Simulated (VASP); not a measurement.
# TiO2 (P1) in VASP: notebook

Runs on TiO2. Level: PBE. Tasks: single point.

Program: VASP 6.6.1. These are calculated values, not measurements. Logs are shortened: lines on timing, memory, paths and dates and some standing lists are left out, and cuts for length are marked.

### 1 The cell of the first run

The typed cell holds 6 atoms: a = 3.827 Å, b = 3.827 Å, c = 5.472 Å, α = 109.89°, β = 109.89°, γ = 90.01°.

### 2 Single point, PBE (atoms moved at random)

Input file INCAR:

```
  ALGO = Normal
  EDIFF = 1E-6
  ENCUT = 520
  GGA = PE
  ISIF = 2
  ISMEAR = -1
  LASPH = T
  LCHARG = T
  LELF = T
  LREAL = F
  LVHAR = T
  LWAVE = F
  NBANDS = 33
  NELM = 80
  PREC = Accurate
  SIGMA = 0.05
```

Input file KPOINTS:

```
k-points
0
Gamma
  8 8 6
```

Input file POSCAR:

```
TiO2
1.0
    2.7060340000     -2.7066550000      0.0000000000
    2.7060340000      2.7066550000      0.0000000000
   -2.6335310000      0.0000000000      4.7966370000
Ti O
2 4
Direct
    0.8599220000      0.1268290000      0.7476890000
    0.1399820000      0.8571150000      0.2634740000
    0.0809710000      0.3338420000      0.1673080000
    0.9080930000      0.6672350000      0.8379760000
    0.6823550000      0.9178160000      0.3461470000
    0.3392550000      0.0927580000      0.6710440000
```

Potentials or basis: VASP PAW PBE potentials, release 64 (Ti_sv, O).

Command:

```sh
$ cat potpaw_PBE.64/Ti_sv/POTCAR potpaw_PBE.64/O/POTCAR > POTCAR
$ mpirun -np 1 vasp_std > vasp.out
```

OUTCAR:

```text
EDIFF = 1E-6
   ENCUT = 520
   GGA = PE
   ISIF = 2
   ISMEAR = -1
   LASPH = T
   LREAL = F
   NELM = 80
   PREC = Accurate

 ion  position               nearest neighbor table
   1  0.860  0.127  0.748-   6 1.89   5 1.93   4 1.95   4 1.98   6 2.01   3 2.01
   2  0.140  0.857  0.263-   3 1.88   5 1.95   6 1.96   5 1.96   4 2.04   3 2.06
   3  0.081  0.334  0.167-   2 1.88   1 2.01   2 2.06
   4  0.908  0.667  0.838-   1 1.95   1 1.98   2 2.04
   5  0.682  0.918  0.346-   1 1.93   2 1.95   2 1.96
   6  0.339  0.093  0.671-   1 1.89   2 1.96   1 2.01

  LATTYP: Found a base centered monoclinic cell.
 ALAT       =     5.4120680000
 B/A-ratio  =     1.0002294871
 C/A-ratio  =     1.0110809974
 COS(beta)  =    -0.4812705001

  Lattice vectors:

 A1 = (   2.7060340000,  -2.7066550000,   0.0000000000)
 A2 = (   2.7060340000,   2.7066550000,   0.0000000000)
 A3 = (  -2.6335310000,   0.0000000000,   4.7966370000)

Analysis of symmetry for initial positions (statically):
=====================================================================
 Subroutine PRICEL returns:
 Original cell was already a primitive cell.

 Routine SETGRP: Setting up the symmetry group for a
 base centered monoclinic supercell.

 Subroutine GETGRP returns: Found  1 space group operations
 (whereof  1 operations were pure point group operations)
 out of a pool of  4 trial point group operations.

The static configuration has the point symmetry C_1 .

Analysis of symmetry for dynamics (positions and initial velocities):
=====================================================================
 Subroutine PRICEL returns:
 Original cell was already a primitive cell.

 Routine SETGRP: Setting up the symmetry group for a
 base centered monoclinic supercell.

 Subroutine GETGRP returns: Found  1 space group operations
 (whereof  1 operations were pure point group operations)
 out of a pool of  4 trial point group operations.

The dynamic configuration has the point symmetry C_1 .

 Subroutine INISYM returns: Found  1 space group operations
 (whereof  1 operations are pure point group operations),
 and found     1 'primitive' translations

----------------------------------------------------------------------------------------

[... 93 lines left out ...]
   ICHARG =      2    charge: 1-file 2-atom 10-const
   ISPIN  =      1    spin polarized calculation?
   LNONCOLLINEAR =      F non collinear calculations
   LSORBIT =      F    spin-orbit coupling
   LASPH  =      T    aspherical Exc in radial PAW
   ENCUT  =  520.0 eV  38.22 Ry    6.18 a.u.   7.12  7.12 10.17*2*pi/ulx,y,z
   NELM   =     80;   NELMIN=  2; NELMDL= -5     # of ELM steps
   EDIFF  = 0.1E-05   stopping-criterion for ELM
   LREAL  =      F    real-space projection
   EDIFFG = 0.1E-04   stopping-criterion for IOM
   NSW    =      0    number of steps for IOM
   IBRION =     -1    ionic relax: 0-MD 1-quasi-New 2-CG
   NFREE  =      0    steps in history (QN), initial steepest desc. (CG)
   ISIF   =      2    stress and relaxation
   ISYM   =      2    0-nonsym 1-usesym 2-fastsym
   POTIM  = 0.5000    time-step for ionic-motion
   TEBEG  =    0.0;   TEEND  =   0.0 temperature during run
   PSTRESS=    0.0 pullay stress
   NELECT =      48.0000    total number of electrons
   NUPDOWN=      -1.0000    fix difference up-down
   EMIN   =  10.00;   EMAX   =-10.00  energy-range for DOS
   EFERMI =   0.00;   METHOD = LEGACY
   ISMEAR =    -1;   SIGMA  =   0.05  broadening in eV -4-tet -1-fermi 0-gaus
   EFERMI_NEDOS =   21; number of points for ismear=-14 and -15
   IALGO  =     38    algorithm
   IMIX   =      4    mixing-type and parameters
     AMIX     =   0.40;   BMIX     =  1.00
     AMIX_MAG =   1.60;   BMIX_MAG =  1.00
  volume/ion in A,a.u.               =      11.71        79.03
  Fermi-wavevector in a.u.,A,eV,Ry     =   1.441820  2.724644 28.284385  2.078844
  Thomas-Fermi vector in A             =   2.560409
   LORBIT       =      0    0 simple, 1 ext, 2 COOP (PROOUT), +10 PAW based schemes
   GGA     = PE    functional components
   LHFCALC =     F    Hartree Fock is set to
   AEXX    =    0.0000 exact exchange contribution
   IVDW    =     0    specifies the selected vdW correction
   LEPSILON=     F    determine dielectric tensor
   LRPA    =     F    only Hartree local field effects (RPA)
 non-spin polarized calculation
  energy-cutoff  :      520.00
  volume of cell :       70.26
 maximum number of plane-waves:      1908
   NGX = 15   NGY = 15   NGZ = 21

 number of electron      48.0000008 magnetization

 Free energy of the ion-electron system (eV)
  ---------------------------------------------------
  ext. energy  EPLUGINS =         0.00000000
  ---------------------------------------------------
  free energy    TOTEN  =       -53.78619893 eV

  energy without entropy =      -53.78619893  energy(sigma->0) =      -53.78619893

 E-fermi :   4.2311     XC(G=0): -10.5694

 val. band max:        3.1118588653   @ k =   0.5000   0.5000   0.0000
 cond. band min:       5.2255322319   @ k =   0.0000   0.0000   0.0000
 fundamental gap:      2.1136733665
 Fermi energy:         4.2310968826

 k-point     1 :       0.0000    0.0000    0.0000
  band No.  band energies     occupation
      1     -53.3776      2.00000
      2     -53.2531      2.00000
      3     -29.7945      2.00000
      4     -29.6190      2.00000
      5     -29.5667      2.00000
      6     -29.4869      2.00000
[... 853 lines left out ...]
     32       9.4146      0.00000
     33      10.0511      0.00000

 [... further k-points ...]
[... 5 lines left out ...]
  --------------------------------------------------------------------------------------
  -------------------------------------------------------------------------------------
  Total       -0.1315345     -0.1015069      1.3122964     -1.6274705     -0.1543836     -0.1031135
  in kB       -2.9992809     -2.3145850     29.9233032    -37.1099783     -3.5202935     -2.3512187
  external PRESSURE =       8.2031458 kB  Pullay stress =       0.0000000 kB

 VOLUME and BASIS-vectors are now :
 -----------------------------------------------------------------------------
  energy-cutoff  :      520.00
  volume of cell :       70.26
      direct lattice vectors                 reciprocal lattice vectors
     2.706034000 -2.706655000  0.000000000     0.184772253 -0.184729860  0.101446796
     2.706034000  2.706655000  0.000000000     0.184772253  0.184729860  0.101446796
    -2.633531000  0.000000000  4.796637000     0.000000000  0.000000000  0.208479399

 POSITION                                       TOTAL-FORCE (eV/Angst)
 -----------------------------------------------------------------------------------
      0.70112     -1.98423      3.58639         0.202366     -0.112634      0.891419
      2.00431      1.94103      1.26379         0.084868      0.136481     -0.941947
      0.68189      0.68443      0.80252        -0.024387     -0.343474      0.401330
      2.05606     -0.65192      4.01947         0.289312     -0.000126      0.140800
      3.41853      0.63731      1.66034        -0.242409      0.197603     -0.501684
     -0.59817     -0.66718      3.21875        -0.309750      0.122150      0.010081
 -----------------------------------------------------------------------------------
    total drift:                               -0.000619     -0.000356      0.000308

  FREE ENERGIE OF THE ION-ELECTRON SYSTEM (eV)
  ---------------------------------------------------
  free  energy   TOTEN  =       -53.7861989340 eV

  energy  without entropy=      -53.7861989340  energy(sigma->0) =      -53.78619893
```

OSZICAR:

```text
N       E                     dE             d eps       ncg     rms          rms(c)
DAV:   1     0.665128515947E+03    0.66513E+03   -0.24529E+04 12937   0.169E+03
DAV:   2     0.322747897279E+02   -0.63285E+03   -0.58763E+03 14240   0.512E+02
DAV:   3    -0.648650537452E+02   -0.97140E+02   -0.95558E+02 17728   0.190E+02
DAV:   4    -0.708824953566E+02   -0.60174E+01   -0.60055E+01 19986   0.448E+01
DAV:   5    -0.711614853502E+02   -0.27899E+00   -0.27896E+00 16592   0.718E+00    0.315E+01
DAV:   6    -0.540915258161E+02    0.17070E+02   -0.80188E+01 18437   0.887E+01    0.116E+01
DAV:   7    -0.540717873058E+02    0.19739E-01   -0.15763E+01 17344   0.341E+01    0.932E+00
DAV:   8    -0.538736449665E+02    0.19814E+00   -0.57878E-01 16762   0.681E+00    0.646E+00
DAV:   9    -0.538666303244E+02    0.70146E-02   -0.96400E-01 18459   0.111E+01    0.273E+00
DAV:  10    -0.537954195770E+02    0.71211E-01   -0.41852E-01 18326   0.626E+00    0.860E-01
DAV:  11    -0.537899160394E+02    0.55035E-02   -0.18766E-02 17438   0.115E+00    0.616E-01
DAV:  12    -0.537861833559E+02    0.37327E-02   -0.22399E-02 15165   0.762E-01    0.838E-02
DAV:  13    -0.537862147322E+02   -0.31376E-04   -0.68732E-04 17092   0.240E-01    0.389E-02
DAV:  14    -0.537861986702E+02    0.16062E-04   -0.87123E-05 16215   0.103E-01    0.192E-02
DAV:  15    -0.537862003909E+02   -0.17207E-05   -0.37957E-05 16663   0.519E-02    0.131E-02
DAV:  16    -0.537861985044E+02    0.18865E-05   -0.67168E-06 18029   0.260E-02    0.483E-03
DAV:  17    -0.537861989340E+02   -0.42959E-06   -0.14020E-06  8281   0.892E-03
   1 F= -.53786199E+02 E0= -.53786199E+02  d E =-.398978E-10
```

stdout:

```text
POSCAR found type information on POSCAR TiO
 POSCAR found :  2 types and       6 ions
 scaLAPACK will be used
 LDA part: xc-table for (Slater+PW92), standard interpolation
 POSCAR, INCAR and KPOINTS ok, starting setup
 FFT: planning ... GRIDC
 FFT: planning ... GRID_SOFT
 FFT: planning ... GRID
 WAVECAR not read
 entering main loop
```

Run time: 6 min. Hardware: 1 thread of Intel Xeon 6975P-C (Granite Rapids), shared host; peak memory 0.43 GiB.

Results:

```
Free energy            : -53.7862 eV
Pressure               : 0.8 GPa
Largest force          : 0.956 eV/Å
Band gap on the k mesh : 2.11 eV, indirect (least direct gap 2.40 eV)
```

Forces in eV/Å, atoms in the order of the input:
```
Ti   0.202 -0.113  0.891
Ti   0.085  0.136 -0.942
O   -0.024 -0.343  0.401
O    0.289  0.000  0.141
O   -0.242  0.198 -0.502
O   -0.310  0.122  0.010
```

Stress tensor (GPa, compression positive):
```
-0.30 -3.71 -0.24
-3.71 -0.23 -0.35
-0.24 -0.35  2.99
```

Levels at points of the mesh, in eV from the valence-band top:
```
           k point  band 21  band 22  band 23  band 24  band 25  band 26  band 27  band 28
(0.00, 0.00, 0.00)    -0.78    -0.76    -0.59    -0.34     2.11     2.83     3.76     3.89
(0.50, 0.00, 0.00)    -1.82    -0.78    -0.74    -0.62     3.27     3.36     3.48     3.69
(0.00, 0.50, 0.00)    -1.71    -1.06    -0.90    -0.67     3.19     3.28     3.38     3.66
(0.50, 0.50, 0.00)    -1.98    -1.78    -0.12     0.00     3.17     3.30     3.46     3.94
(0.00, 0.00, 0.50)    -1.27    -1.17    -0.18    -0.11     2.38     2.53     3.59     3.81
(0.50, 0.00, 0.50)    -1.70    -0.76    -0.73    -0.64     3.10     3.38     3.59     3.67
(0.00, 0.50, 0.50)    -1.69    -1.06    -0.90    -0.59     2.96     3.39     3.51     3.62
(0.50, 0.50, 0.50)    -1.93    -1.86    -0.15    -0.02     3.18     3.32     3.61     3.81
```

Caveat: the cell differs from its parent crystal (atoms moved at random).

### 3 Single point, PBE (atoms moved at random)

Input file INCAR:

```
SYSTEM = TiO2
  PREC = Accurate
  ENCUT = 520
  EDIFF = 1E-7
  ISMEAR = -1
  SIGMA = 0.05
  LREAL = .False.
  LASPH = .True.
  NELM = 100
  ALGO = Normal
  ISIF = 2
  LWAVE = .False.
  LCHARG = .False.
  GGA = PE
  NBANDS = 33
```

Input file KPOINTS:

```
regular mesh
0
Gamma
  8 8 6
  0 0 0
```

POSCAR is that of step 2.

Potentials or basis: VASP PAW PBE potentials, release 64 (Ti_sv, O).

Command:

```sh
$ cat potpaw_PBE.64/Ti_sv/POTCAR potpaw_PBE.64/O/POTCAR > POTCAR
$ mpirun -np 1 vasp_std > vasp.out
```

Run time: 8.8 min. Hardware: 1 thread of Intel Xeon 6975P-C, shared host; peak memory 0.43 GiB.

The run converged. Its results:

```yaml
Free_energy: -53.7862 eV
Pressure: 0.8 GPa
Largest_force: 0.956 eV/Å
Band_gap_on_the_k_mesh: 2.11 eV, indirect (least direct gap 2.40 eV)
```

Forces in eV/Å, atoms in the order of the input:
```
Ti   0.202 -0.113  0.891
Ti   0.085  0.137 -0.942
O   -0.024 -0.343  0.401
O    0.289  0.000  0.141
O   -0.242  0.198 -0.502
O   -0.310  0.122  0.010
```

Stress tensor (GPa, compression positive):
```
-0.32 -3.71 -0.24
-3.71 -0.25 -0.35
-0.24 -0.35  2.97
```

Levels at points of the mesh, in eV from the valence-band top:
| k point | band 21 | band 22 | band 23 | band 24 | band 25 | band 26 | band 27 | band 28 |
| --- | --- | --- | --- | --- | --- | --- | --- | --- |
| (0.00, 0.00, 0.00) | -0.78 | -0.76 | -0.59 | -0.34 | 2.11 | 2.83 | 3.76 | 3.89 |
| (0.50, 0.00, 0.00) | -1.82 | -0.78 | -0.74 | -0.62 | 3.27 | 3.36 | 3.48 | 3.69 |
| (0.00, 0.50, 0.00) | -1.71 | -1.06 | -0.90 | -0.67 | 3.19 | 3.28 | 3.38 | 3.66 |
| (0.50, 0.50, 0.00) | -1.98 | -1.78 | -0.12 | 0.00 | 3.17 | 3.30 | 3.46 | 3.94 |
| (0.00, 0.00, 0.50) | -1.27 | -1.17 | -0.18 | -0.11 | 2.38 | 2.53 | 3.59 | 3.81 |
| (0.50, 0.00, 0.50) | -1.70 | -0.76 | -0.73 | -0.64 | 3.10 | 3.38 | 3.59 | 3.67 |
| (0.00, 0.50, 0.50) | -1.69 | -1.06 | -0.90 | -0.59 | 2.96 | 3.39 | 3.51 | 3.62 |
| (0.50, 0.50, 0.50) | -1.93 | -1.86 | -0.15 | -0.02 | 3.18 | 3.32 | 3.61 | 3.81 |

Caveat: the cell differs from its parent crystal (atoms moved at random). A k mesh can miss the band edges.
